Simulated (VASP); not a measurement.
# CdF2 in VASP: settings compared

The runs below take CdF2 through single point, with PBE, r2SCAN.

Everything below comes from runs of VASP 6.6.1. Logs are shortened: lines on timing, memory, paths and dates and some standing lists are left out, and cuts for length are marked.

### 1 The cell of the first run

The structure is cubic, space group Fm-3m (No. 225). The conventional cell has a = 5.091 Å, b = 5.091 Å, c = 5.091 Å, α = 90.00°, β = 90.00°, γ = 90.00°. Within 2.9 Å of Cd (site symmetry m-3m) lie 8 F at 2.20 Å. Within 2.9 Å of F (site symmetry -43m) lie 4 Cd at 2.20 Å and 6 F at 2.55 Å.

### 2 Single point, PBE (strain -5.5%)

INCAR

```
SYSTEM = CdF2
PREC = Accurate
ENCUT = 520
EDIFF = 1E-7
ISMEAR = -1
SIGMA = 0.02
LREAL = .FALSE.
LASPH = .TRUE.
NELM = 80
ALGO = Normal
ISIF = 2
LWAVE = .FALSE.
LCHARG = .FALSE.
GGA = PE
NBANDS = 20
```

KPOINTS

```
Automatic mesh
0
G
  8 8 8
  0 0 0
```

POSCAR

```
CdF2
1.0
    0.0000000000      2.5454590730      2.5454590730
    2.5454590730      0.0000000000      2.5454590730
    2.5454590730      2.5454590730      0.0000000000
Cd F
1 2
Direct
    0.0000000000      0.0000000000      0.0000000000
    0.2500000000      0.2500000000      0.2500000000
    0.7500000000      0.7500000000      0.7500000000
```

Potentials or basis: VASP PAW PBE potentials, release 64 (Cd, F).

Launch:

```console
$ cat potpaw_PBE.64/Cd/POTCAR potpaw_PBE.64/F/POTCAR > POTCAR
$ mpirun -np 1 vasp_std > vasp.out
```

OUTCAR:

```text
SYSTEM = CdF2
   PREC = Accurate
   ENCUT = 520
   EDIFF = 1E-7
   ISMEAR = -1
   LREAL = .FALSE.
   LASPH = .TRUE.
   NELM = 80
   ISIF = 2
   GGA = PE

 ion  position               nearest neighbor table
   1  0.000  0.000  0.000-   3 2.20   3 2.20   3 2.20   2 2.20   3 2.20   2 2.20   2 2.20   2 2.20

   2  0.250  0.250  0.250-   1 2.20   1 2.20   1 2.20   1 2.20
   3  0.750  0.750  0.750-   1 2.20   1 2.20   1 2.20   1 2.20

  LATTYP: Found a face centered cubic cell.
 ALAT       =     5.0909181460

  Lattice vectors:

 A1 = (   0.0000000000,   2.5454590730,   2.5454590730)
 A2 = (   2.5454590730,   0.0000000000,   2.5454590730)
 A3 = (   2.5454590730,   2.5454590730,   0.0000000000)

Analysis of symmetry for initial positions (statically):
=====================================================================
 Subroutine PRICEL returns:
 Original cell was already a primitive cell.

 Routine SETGRP: Setting up the symmetry group for a
 face centered cubic supercell.

 Subroutine GETGRP returns: Found 48 space group operations
 (whereof 48 operations were pure point group operations)
 out of a pool of 48 trial point group operations.

The static configuration has the point symmetry O_h .

Analysis of symmetry for dynamics (positions and initial velocities):
=====================================================================
 Subroutine PRICEL returns:
 Original cell was already a primitive cell.

 Routine SETGRP: Setting up the symmetry group for a
 face centered cubic supercell.

 Subroutine GETGRP returns: Found 48 space group operations
 (whereof 48 operations were pure point group operations)
 out of a pool of 48 trial point group operations.

The dynamic configuration has the point symmetry O_h .

 Subroutine INISYM returns: Found 48 space group operations
 (whereof 48 operations are pure point group operations),
 and found     1 'primitive' translations

----------------------------------------------------------------------------------------

                                     Primitive cell

  volume of cell :      32.9859

  direct lattice vectors                    reciprocal lattice vectors
     0.000000000  2.545459073  2.545459073    -0.196428222  0.196428222  0.196428222
     2.545459073  0.000000000  2.545459073     0.196428222 -0.196428222  0.196428222
     2.545459073  2.545459073  0.000000000     0.196428222  0.196428222 -0.196428222

  length of vectors
     3.599822744  3.599822744  3.599822744     0.340223661  0.340223661  0.340223661

  position of ions in fractional coordinates (direct lattice)
     0.000000000  0.000000000  0.000000000
     0.250000000  0.250000000  0.250000000
     0.750000000  0.750000000  0.750000000

  ion indices of the primitive-cell ions
   primitive index   ion index
                 1           1
                 2           2
                 3           3

----------------------------------------------------------------------------------------

 KPOINTS: Automatic mesh

Automatic generation of k-mesh.
 Grid dimensions read from file:
 generate k-points for:    8    8    8

 Generating k-lattice:

  Cartesian coordinates                     Fractional coordinates (reciprocal lattice)
    -0.024553528  0.024553528  0.024553528     0.125000000  0.000000000  0.000000000
     0.024553528 -0.024553528  0.024553528     0.000000000  0.125000000  0.000000000
     0.024553528  0.024553528 -0.024553528     0.000000000  0.000000000  0.125000000

  Length of vectors
     0.042527958  0.042527958  0.042527958

  Shift w.r.t. Gamma in fractional coordinates (k-lattice)
     0.000000000  0.000000000  0.000000000

 Subroutine IBZKPT returns following result:
 ===========================================

 Found     29 irreducible k-points:

 Following reciprocal coordinates:
            Coordinates               Weight
  0.000000  0.000000  0.000000      1.000000
  0.125000  0.000000  0.000000      8.000000
  0.250000  0.000000  0.000000      8.000000
  0.375000  0.000000  0.000000      8.000000
  0.500000  0.000000  0.000000      4.000000
  0.125000  0.125000  0.000000      6.000000
[... 16 lines left out ...]
  0.500000  0.250000  0.125000     48.000000
 -0.375000  0.250000  0.125000     24.000000
 [... further k-points ...]
   k-points           NKPTS =     29   k-points in BZ     NKDIM =     29   number of bands    NBANDS=     20
   number of dos      NEDOS =    301   number of ions     NIONS =      3
   total plane-waves  NPLWV =  21952
   dimension x,y,z NGX =    28 NGY =   28 NGZ =   28
   dimension x,y,z NGXF=    56 NGYF=   56 NGZF=   56
   ions per type =               1   2
   NGX,Y,Z   is equivalent  to a cutoff of  12.93, 12.93, 12.93 a.u.
   NGXF,Y,Z  is equivalent  to a cutoff of  25.86, 25.86, 25.86 a.u.
 SYSTEM =  CdF2
   PREC   = accura    normal or accurate (medium, high low for compatibility)
   ISTART =      0    job   : 0-new  1-cont  2-samecut
   ICHARG =      2    charge: 1-file 2-atom 10-const
   ISPIN  =      1    spin polarized calculation?
   LNONCOLLINEAR =      F non collinear calculations
   LSORBIT =      F    spin-orbit coupling
   LASPH  =      T    aspherical Exc in radial PAW
   ENCUT  =  520.0 eV  38.22 Ry    6.18 a.u.   6.69  6.69  6.69*2*pi/ulx,y,z
   NELM   =     80;   NELMIN=  2; NELMDL= -5     # of ELM steps
   EDIFF  = 0.1E-06   stopping-criterion for ELM
   LREAL  =      F    real-space projection
   EDIFFG = 0.1E-05   stopping-criterion for IOM
   NSW    =      0    number of steps for IOM
   IBRION =     -1    ionic relax: 0-MD 1-quasi-New 2-CG
   NFREE  =      0    steps in history (QN), initial steepest desc. (CG)
   ISIF   =      2    stress and relaxation
   ISYM   =      2    0-nonsym 1-usesym 2-fastsym
   POTIM  = 0.5000    time-step for ionic-motion
   TEBEG  =    0.0;   TEEND  =   0.0 temperature during run
   PSTRESS=    0.0 pullay stress
   NELECT =      26.0000    total number of electrons
   NUPDOWN=      -1.0000    fix difference up-down
   EMIN   =  10.00;   EMAX   =-10.00  energy-range for DOS
   EFERMI =   0.00;   METHOD = LEGACY
   ISMEAR =    -1;   SIGMA  =   0.02  broadening in eV -4-tet -1-fermi 0-gaus
   EFERMI_NEDOS =   21; number of points for ismear=-14 and -15
   IALGO  =     38    algorithm
   IMIX   =      4    mixing-type and parameters
     AMIX     =   0.40;   BMIX     =  1.00
     AMIX_MAG =   1.60;   BMIX_MAG =  1.00
  volume/ion in A,a.u.               =      11.00        74.20
  Fermi-wavevector in a.u.,A,eV,Ry     =   1.512249  2.857735 31.115103  2.286896
  Thomas-Fermi vector in A             =   2.622198
   LORBIT       =      0    0 simple, 1 ext, 2 COOP (PROOUT), +10 PAW based schemes
   GGA     = PE    functional components
   LHFCALC =     F    Hartree Fock is set to
   AEXX    =    0.0000 exact exchange contribution
   IVDW    =     0    specifies the selected vdW correction
   LEPSILON=     F    determine dielectric tensor
   LRPA    =     F    only Hartree local field effects (RPA)
 non-spin polarized calculation
  energy-cutoff  :      520.00
  volume of cell :       32.99
 maximum number of plane-waves:       905
   NGX = 13   NGY = 13   NGZ = 13

 number of electron      25.9999988 magnetization

 Free energy of the ion-electron system (eV)
  ---------------------------------------------------
  ext. energy  EPLUGINS =         0.00000000
  ---------------------------------------------------
  free energy    TOTEN  =       -10.10087120 eV

  energy without entropy =      -10.10087120  energy(sigma->0) =      -10.10087120

 E-fermi :   0.7231     XC(G=0): -11.3721

 val. band max:        0.1788611585   @ k =  -0.2500   0.5000   0.2500
 cond. band min:       3.8606395187   @ k =   0.0000   0.0000   0.0000
 fundamental gap:      3.6817783603
 Fermi energy:         0.7230837207

 k-point     1 :       0.0000    0.0000    0.0000
  band No.  band energies     occupation
      1     -21.7737      2.00000
      2     -20.0955      2.00000
      3      -6.2466      2.00000
      4      -6.2466      2.00000
      5      -6.2466      2.00000
      6      -4.1503      2.00000
[... 12 lines left out ...]
     19      21.2890      0.00000
     20      21.2890      0.00000

 k-point     2 :       0.1250    0.0000    0.0000
  band No.  band energies     occupation
      1     -21.6986      2.00000
      2     -20.1683      2.00000
      3      -6.1605      2.00000
      4      -6.1605      2.00000
      5      -6.0040      2.00000
      6      -4.1955      2.00000
[... 12 lines left out ...]
     19      20.9346      0.00000
     20      20.9346      0.00000

 k-point     3 :       0.2500    0.0000    0.0000
  band No.  band energies     occupation
      1     -21.4953      2.00000
      2     -20.3584      2.00000
      3      -5.9548      2.00000
      4      -5.9548      2.00000
      5      -5.3414      2.00000
      6      -4.2478      2.00000
[... 12 lines left out ...]
     19      20.2931      0.00000
     20      21.6603      0.00000

 k-point     4 :       0.3750    0.0000    0.0000
  band No.  band energies     occupation
      1     -21.2192      2.00000
      2     -20.6128      2.00000
      3      -5.7724      2.00000
      4      -5.7724      2.00000
      5      -4.4383      2.00000
      6      -4.1594      2.00000
[... 12 lines left out ...]
     19      19.7740      0.00000
     20      20.9892      0.00000

 k-point     5 :       0.5000    0.0000    0.0000
  band No.  band energies     occupation
      1     -20.9819      2.00000
      2     -20.8392      2.00000
      3      -5.7125      2.00000
      4      -5.7125      2.00000
      5      -4.0396      2.00000
      6      -4.0396      2.00000
[... 12 lines left out ...]
     19      19.5526      0.00000
     20      20.5188      0.00000
[... 353 lines left out ...]
      6      -3.9604      2.00000
[... 12 lines left out ...]
     19      21.3895      0.00000
     20      22.3648      0.00000

 k-point    22 :       0.3750    0.2500    0.1250
  band No.  band energies     occupation
      1     -21.3500      2.00000
      2     -20.4763      2.00000
      3      -5.8137      2.00000
      4      -5.6870      2.00000
      5      -4.8388      2.00000
      6      -4.8255      2.00000
[... 12 lines left out ...]
     19      20.9077      0.00000
     20      23.9697      0.00000

 k-point    23 :       0.5000    0.2500    0.1250
  band No.  band energies     occupation
      1     -21.1264      2.00000
      2     -20.6703      2.00000
      3      -5.7090      2.00000
      4      -5.4416      2.00000
      5      -4.8290      2.00000
      6      -4.2262      2.00000
[... 12 lines left out ...]
     19      20.3592      0.00000
     20      23.6804      0.00000

 k-point    24 :      -0.3750    0.2500    0.1250
  band No.  band energies     occupation
      1     -20.9269      2.00000
      2     -20.8552      2.00000
      3      -5.6739      2.00000
      4      -5.3858      2.00000
      5      -4.6010      2.00000
      6      -4.3108      2.00000
[... 12 lines left out ...]
     19      20.1005      0.00000
     20      23.7725      0.00000

 [... further k-points ...]
[... 5 lines left out ...]
  --------------------------------------------------------------------------------------
  -------------------------------------------------------------------------------------
  Total        7.6943344      7.6943344      7.6943344      0.0000000      0.0000000     -0.0000000
  in kB      373.7259794    373.7259794    373.7259794      0.0000000      0.0000000     -0.0000000
  external PRESSURE =     373.7259794 kB  Pullay stress =       0.0000000 kB

 VOLUME and BASIS-vectors are now :
 -----------------------------------------------------------------------------
  energy-cutoff  :      520.00
  volume of cell :       32.99
      direct lattice vectors                 reciprocal lattice vectors
     0.000000000  2.545459073  2.545459073    -0.196428222  0.196428222  0.196428222
     2.545459073  0.000000000  2.545459073     0.196428222 -0.196428222  0.196428222
     2.545459073  2.545459073  0.000000000     0.196428222  0.196428222 -0.196428222

 POSITION                                       TOTAL-FORCE (eV/Angst)
 -----------------------------------------------------------------------------------
      0.00000      0.00000      0.00000         0.000000      0.000000     -0.000000
      1.27273      1.27273      1.27273         0.000000     -0.000000      0.000000
      3.81819      3.81819      3.81819        -0.000000      0.000000      0.000000
 -----------------------------------------------------------------------------------
    total drift:                                0.000000      0.000000      0.000000

  FREE ENERGIE OF THE ION-ELECTRON SYSTEM (eV)
  ---------------------------------------------------
  free  energy   TOTEN  =       -10.1008712047 eV

  energy  without entropy=      -10.1008712047  energy(sigma->0) =      -10.10087120
```

Run time: 18 s. Hardware: 1 thread of Intel Xeon Platinum 8259CL at 2.50GHz (Skylake/Cascade Lake), shared host; peak memory 0.16 GiB.

What came out:

- Free energy: -10.1009 eV
- Pressure: 37.4 GPa
- Band gap on the k mesh: 3.68 eV, indirect (least direct gap 3.91 eV)

Caveat: the cell differs from its parent crystal (strain -5.5%).

### 3 Single point, r2SCAN (strain -5.5%)

POSCAR is that of step 2.

INCAR.step1

```
  PREC = Accurate
  ENCUT = 520
  ISMEAR = 0
  SIGMA = 0.01
  LREAL = F
  LASPH = T
  NELM = 80
  NBANDS = 20
  GGA = PE
  ALGO = Normal
  EDIFF = 1E-4
  LWAVE = T
  LCHARG = F
```

INCAR.step2

```
  PREC = Accurate
  ENCUT = 520
  EDIFF = 1E-7
  ISMEAR = 0
  SIGMA = 0.01
  LREAL = F
  LASPH = T
  NELM = 80
  ALGO = Normal
  ISIF = 2
  LWAVE = F
  LCHARG = T
  METAGGA = R2SCAN
  LMIXTAU = T
  LELF = T
  LVHAR = T
  NBANDS = 20
  ISTART = 1
```

KPOINTS

```
Automatic mesh
0
Gamma
  8 8 8
```

Potentials or basis: VASP PAW PBE potentials, release 64 (Cd, F).

Launch:

```console
$ cat potpaw_PBE.64/Cd/POTCAR potpaw_PBE.64/F/POTCAR > POTCAR
$ cp INCAR.step1 INCAR
$ mpirun -np 1 vasp_std > vasp.out
$ cp INCAR.step2 INCAR
$ mpirun -np 1 vasp_std > vasp.out
```

Wall time 91 s (1 thread of Intel Xeon Platinum 8259CL at 2.50GHz (Skylake/Cascade Lake), shared host); peak memory 0.17 GiB.

The run converged. Its results:

```yaml
Free_energy: -33.1719 eV
Pressure: 31.5 GPa
Band_gap_on_the_k_mesh: 4.37 eV, indirect (least direct gap 4.59 eV)
```

Levels at points of the mesh, in eV from the valence-band top:
| k point | band 9 | band 10 | band 11 | band 12 | band 13 | band 14 | band 15 | band 16 | band 17 | band 18 |
| --- | --- | --- | --- | --- | --- | --- | --- | --- | --- | --- |
| (0.00, 0.00, 0.00) | -1.54 | -1.54 | -0.22 | -0.22 | -0.22 | 4.37 | 14.38 | 14.38 | 14.38 | 19.56 |
| (0.50, 0.00, 0.00) | -3.19 | -2.64 | -2.64 | -0.24 | -0.24 | 9.39 | 10.18 | 17.20 | 17.20 | 20.21 |
| (0.50, 0.50, 0.00) | -3.77 | -3.18 | -0.95 | -0.12 | -0.12 | 10.35 | 11.57 | 12.54 | 16.93 | 16.93 |

Caveat: the cell differs from its parent crystal (strain -5.5%); the PAW data sets were made with another functional, which shifts forces and pressure a little. A k mesh can miss the band edges.

(Continued in part 2 of 2.)
